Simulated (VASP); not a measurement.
# Cu12O in VASP: single point with PBE

Aim: the single point of Cu12O with PBE.

Everything below comes from runs of VASP 6.6.1. Logs are shortened: lines on timing, memory, paths and dates and some standing lists are left out, and cuts for length are marked.

## 1. The cell of the first run

The cell holds a slab with vacuum, 13 atoms: a = 5.133 Å, b = 5.133 Å, c = 19.624 Å, α = 90.00°, β = 90.00°, γ = 120.00°.

## 2. Single point, PBE

The input, INCAR:

```
SYSTEM = Cu12O
PREC = Accurate
ENCUT = 520
EDIFF = 1E-7
ISMEAR = 0
SIGMA = 0.1
LREAL = .False.
LASPH = .True.
NELM = 100
ALGO = Normal
ISIF = 2
LWAVE = .False.
LCHARG = .False.
LDIPOL = .True.
IDIPOL = 3
DIPOL = 0.5 0.5 0.323
GGA = PE
NBANDS = 81
```

The input, KPOINTS:

```
regular mesh
0
Gamma
  6 6 1
  0 0 0
```

The input, POSCAR:

```
Cu12O
1.0
    5.1332392722      0.0000000000      0.0000000000
   -2.5666196361      4.4455156134      0.0000000000
    0.0000000000      0.0000000000     19.6236279128
Cu O
12 1
Direct
    0.3333333333      0.1666666667      0.2038359073
    0.3333333333      0.6666666666      0.2038359073
    0.8333333333      0.1666666667      0.2038359073
    0.8333333333      0.6666666666      0.2038359073
    0.1666666667      0.3333333333      0.3089002473
    0.1666666667      0.8333333333      0.3089002473
    0.6666666667      0.3333333333      0.3089002473
    0.6666666667      0.8333333333      0.3089002473
    0.0000000000      0.0000000000      0.4139717665
    0.0000000000      0.5000000000      0.4139717665
    0.5000000000      0.0000000000      0.4139717665
    0.5000000000      0.5000000000      0.4139717665
    0.1666666667      0.0833333334      0.4927321268
```

Potentials or basis: VASP PAW PBE potentials, release 64 (Cu, O).

Started as:

```sh
> cat potpaw_PBE.64/Cu/POTCAR potpaw_PBE.64/O/POTCAR > POTCAR
> mpirun -np 1 vasp_std > vasp.out
```

OUTCAR:

```text
SYSTEM = Cu12O
   PREC = Accurate
   ENCUT = 520
   EDIFF = 1E-7
   ISMEAR = 0
   LREAL = .False.
   LASPH = .True.
   NELM = 100
   ISIF = 2
   GGA = PE

 ion  position               nearest neighbor table
   1  0.333  0.167  0.204-   5 2.54   6 2.54   7 2.54   2 2.57   4 2.57   3 2.57   3 2.57   4 2.57
                             2 2.57
   2  0.333  0.667  0.204-   5 2.54   6 2.54   8 2.54   1 2.57   3 2.57   4 2.57   4 2.57   3 2.57
                             1 2.57
   3  0.833  0.167  0.204-   7 2.54   8 2.54   5 2.54   4 2.57   2 2.57   1 2.57   1 2.57   2 2.57
                             4 2.57
   4  0.833  0.667  0.204-   7 2.54   8 2.54   6 2.54   3 2.57   1 2.57   2 2.57   2 2.57   1 2.57
                             3 2.57
   5  0.167  0.333  0.309-   1 2.54   2 2.54   3 2.54   9 2.54  12 2.54  10 2.54   8 2.57   6 2.57
                             6 2.57   8 2.57   7 2.57   7 2.57
   6  0.167  0.833  0.309-   2 2.54   1 2.54   4 2.54  10 2.54  11 2.54   9 2.54   7 2.57   5 2.57
                             5 2.57   7 2.57   8 2.57   8 2.57
   7  0.667  0.333  0.309-   3 2.54   4 2.54   1 2.54  11 2.54  10 2.54  12 2.54   8 2.57   6 2.57
                             8 2.57   6 2.57   5 2.57   5 2.57
   8  0.667  0.833  0.309-   4 2.54   3 2.54   2 2.54  12 2.54   9 2.54  11 2.54   7 2.57   5 2.57
                             7 2.57   5 2.57   6 2.57   6 2.57
   9  0.000  0.000  0.414-  13 1.71   5 2.54   8 2.54   6 2.54  12 2.57  10 2.57  10 2.57  12 2.57
                            11 2.57  11 2.57
  10  0.000  0.500  0.414-   6 2.54   7 2.54   5 2.54   9 2.57  11 2.57   9 2.57  11 2.57  12 2.57
                            12 2.57
  11  0.500  0.000  0.414-   7 2.54   6 2.54   8 2.54  10 2.57  12 2.57  12 2.57  10 2.57   9 2.57
                             9 2.57
  12  0.500  0.500  0.414-   8 2.54   5 2.54   7 2.54   9 2.57  11 2.57  11 2.57   9 2.57  10 2.57
                            10 2.57
  13  0.167  0.083  0.493-   9 1.71

  LATTYP: Found a hexagonal cell.
 ALAT       =     5.1332392722
 C/A-ratio  =     3.8228547068

  Lattice vectors:

 A1 = (   5.1332392722,   0.0000000000,   0.0000000000)
 A2 = (  -2.5666196361,   4.4455156134,   0.0000000000)
 A3 = (   0.0000000000,   0.0000000000,  19.6236279128)

Analysis of symmetry for initial positions (statically):
=====================================================================
 Subroutine PRICEL returns:
 Original cell was already a primitive cell.

 Routine SETGRP: Setting up the symmetry group for a
 hexagonal supercell.

 Subroutine GETGRP returns: Found  2 space group operations
 (whereof  2 operations were pure point group operations)
 out of a pool of 24 trial point group operations.

The static configuration has the point symmetry C_1h.

Analysis of symmetry for dynamics (positions and initial velocities):
=====================================================================
 Subroutine PRICEL returns:
[... 148 lines left out ...]
   LEPSILON=     F    determine dielectric tensor
   LRPA    =     F    only Hartree local field effects (RPA)
 non-spin polarized calculation
 Gauss-broadening in eV      SIGMA  =   0.10
  energy-cutoff  :      520.00
  volume of cell :      447.81
 maximum number of plane-waves:     12133
 NGX is ok and might be reduce to    40
   NGX = 19   NGY = 19   NGZ = 73

 dipolmoment           0.000000      0.000000     -0.441642 electrons x Angstroem

 number of electron     138.0000023 magnetization

 dipolmoment           0.000000      0.000000      0.236526 electrons x Angstroem

 Free energy of the ion-electron system (eV)
  ---------------------------------------------------
  ext. energy  EPLUGINS =         0.00000000
  ---------------------------------------------------
  free energy    TOTEN  =       -46.15097992 eV

  energy without entropy =      -46.10176909  energy(sigma->0) =      -46.12637450

 E-fermi :  -1.2566     XC(G=0):  -5.1269

 val. band max:       -1.2625313402   @ k =   0.1667  -0.0000   0.0000
 cond. band min:      -1.2396594163   @ k =   0.0000   0.3333   0.0000
 fundamental gap:      0.0228719239
 Fermi energy:        -1.2566092974

 k-point     1 :       0.0000    0.0000    0.0000
  band No.  band energies     occupation
      1     -18.3264      2.00000
      2      -9.8601      2.00000
      3      -7.8209      2.00000
      4      -6.4261      2.00000
      5      -6.0848      2.00000
      6      -6.0364      2.00000
[... 1081 lines left out ...]
     80       3.9318      0.00000
     81       4.8746      0.00000

------------------------ aborting loop because EDIFF is reached ----------------------------------------

 vacuum level on the upper side and lower side of the slab       (xc-potential included)         0.814        -1.014

  FORCE on cell =-STRESS in cart. coord.  units (eV):
  Direction    XX          YY          ZZ          XY          YZ          ZX
  --------------------------------------------------------------------------------------
  -------------------------------------------------------------------------------------
  Total       -2.4252372     -3.1927594      1.3051511      0.6646937      1.2937833      2.2408977
  in kB       -8.6770451    -11.4230959      4.6695864      2.3781497      4.6289148      8.0175129
  external PRESSURE =      -5.1435182 kB  Pullay stress =       0.0000000 kB

 VOLUME and BASIS-vectors are now :
 -----------------------------------------------------------------------------
  energy-cutoff  :      520.00
  volume of cell :      447.81
      direct lattice vectors                 reciprocal lattice vectors
     5.133239272  0.000000000  0.000000000     0.194808764  0.112472893  0.000000000
    -2.566619636  4.445515613  0.000000000     0.000000000  0.224945785  0.000000000
     0.000000000  0.000000000 19.623627913     0.000000000  0.000000000  0.050958977

 POSITION                                       TOTAL-FORCE (eV/Angst)
 -----------------------------------------------------------------------------------
      1.28331      0.74092      4.00000         0.001701      0.000982     -0.008842
     -0.00000      2.96368      4.00000        -0.022962     -0.013257     -0.108783
      3.84993      0.74092      4.00000        -0.004532      0.026932     -0.119156
      2.56662      2.96368      4.00000         0.021058     -0.017390     -0.119156
      0.00000      1.48184      6.06174        -0.032115      0.025276     -0.032181
     -1.28331      3.70460      6.06174         0.005832     -0.040451     -0.032181
      2.56662      1.48184      6.06174         0.027083      0.015636      0.040975
      1.28331      3.70460      6.06174         0.006480      0.003742      0.193410
      0.00000      0.00000      8.12363        -1.065616     -0.615234     -0.919614
     -1.28331      2.22276      8.12363         0.025902      0.014955     -0.013828
      2.56662      0.00000      8.12363        -0.277152      0.006193      0.472000
      1.28331      2.22276      8.12363        -0.133213     -0.243117      0.472000
      0.64165      0.37046      9.66919         1.447535      0.835735      0.175356
 -----------------------------------------------------------------------------------
    total drift:                                0.000026      0.000015     -0.006250

  FREE ENERGIE OF THE ION-ELECTRON SYSTEM (eV)
  ---------------------------------------------------
  free  energy   TOTEN  =       -46.1509799185 eV

  energy  without entropy=      -46.1017690862  energy(sigma->0) =      -46.12637450

 vacuum level on the upper side and lower side of the slab         5.283         3.404
```

It took 36 min on 1 thread of AMD EPYC 7R13 (Zen 3), shared host; peak memory 0.7 GiB.

What came out:

| Item | Value |
| --- | --- |
| Free energy | -46.1510 eV |
| Largest force | 1.681 eV/Å |
| Band gap on the k mesh | zero (band 69 reaches -1.05 eV, above the bottom of band 70 at -1.40 eV) |

Forces on the atoms (eV/Å):
```
Cu   0.002  0.001 -0.009
Cu  -0.023 -0.013 -0.109
Cu  -0.005  0.027 -0.119
Cu   0.021 -0.017 -0.119
Cu  -0.032  0.025 -0.032
Cu   0.006 -0.040 -0.032
Cu   0.027  0.016  0.041
Cu   0.006  0.004  0.193
Cu  -1.066 -0.615 -0.920
Cu   0.026  0.015 -0.014
Cu  -0.277  0.006  0.472
Cu  -0.133 -0.243  0.472
O    1.448  0.836  0.175
```

Levels at points of the mesh, in eV from the Fermi level:
| k point | band 66 | band 67 | band 68 | band 69 | band 70 | band 71 | band 72 | band 73 |
| --- | --- | --- | --- | --- | --- | --- | --- | --- |
| (0.00, 0.00, 0.00) | -1.16 | -0.56 | 0.07 | 0.21 | 0.31 | 0.82 | 1.13 | 1.31 |
| (0.50, 0.00, 0.00) | -0.92 | -0.89 | -0.40 | -0.03 | 0.05 | 0.84 | 1.02 | 1.51 |
| (0.00, 0.50, 0.00) | -0.91 | -0.80 | -0.51 | -0.06 | 0.06 | 0.81 | 0.92 | 1.42 |
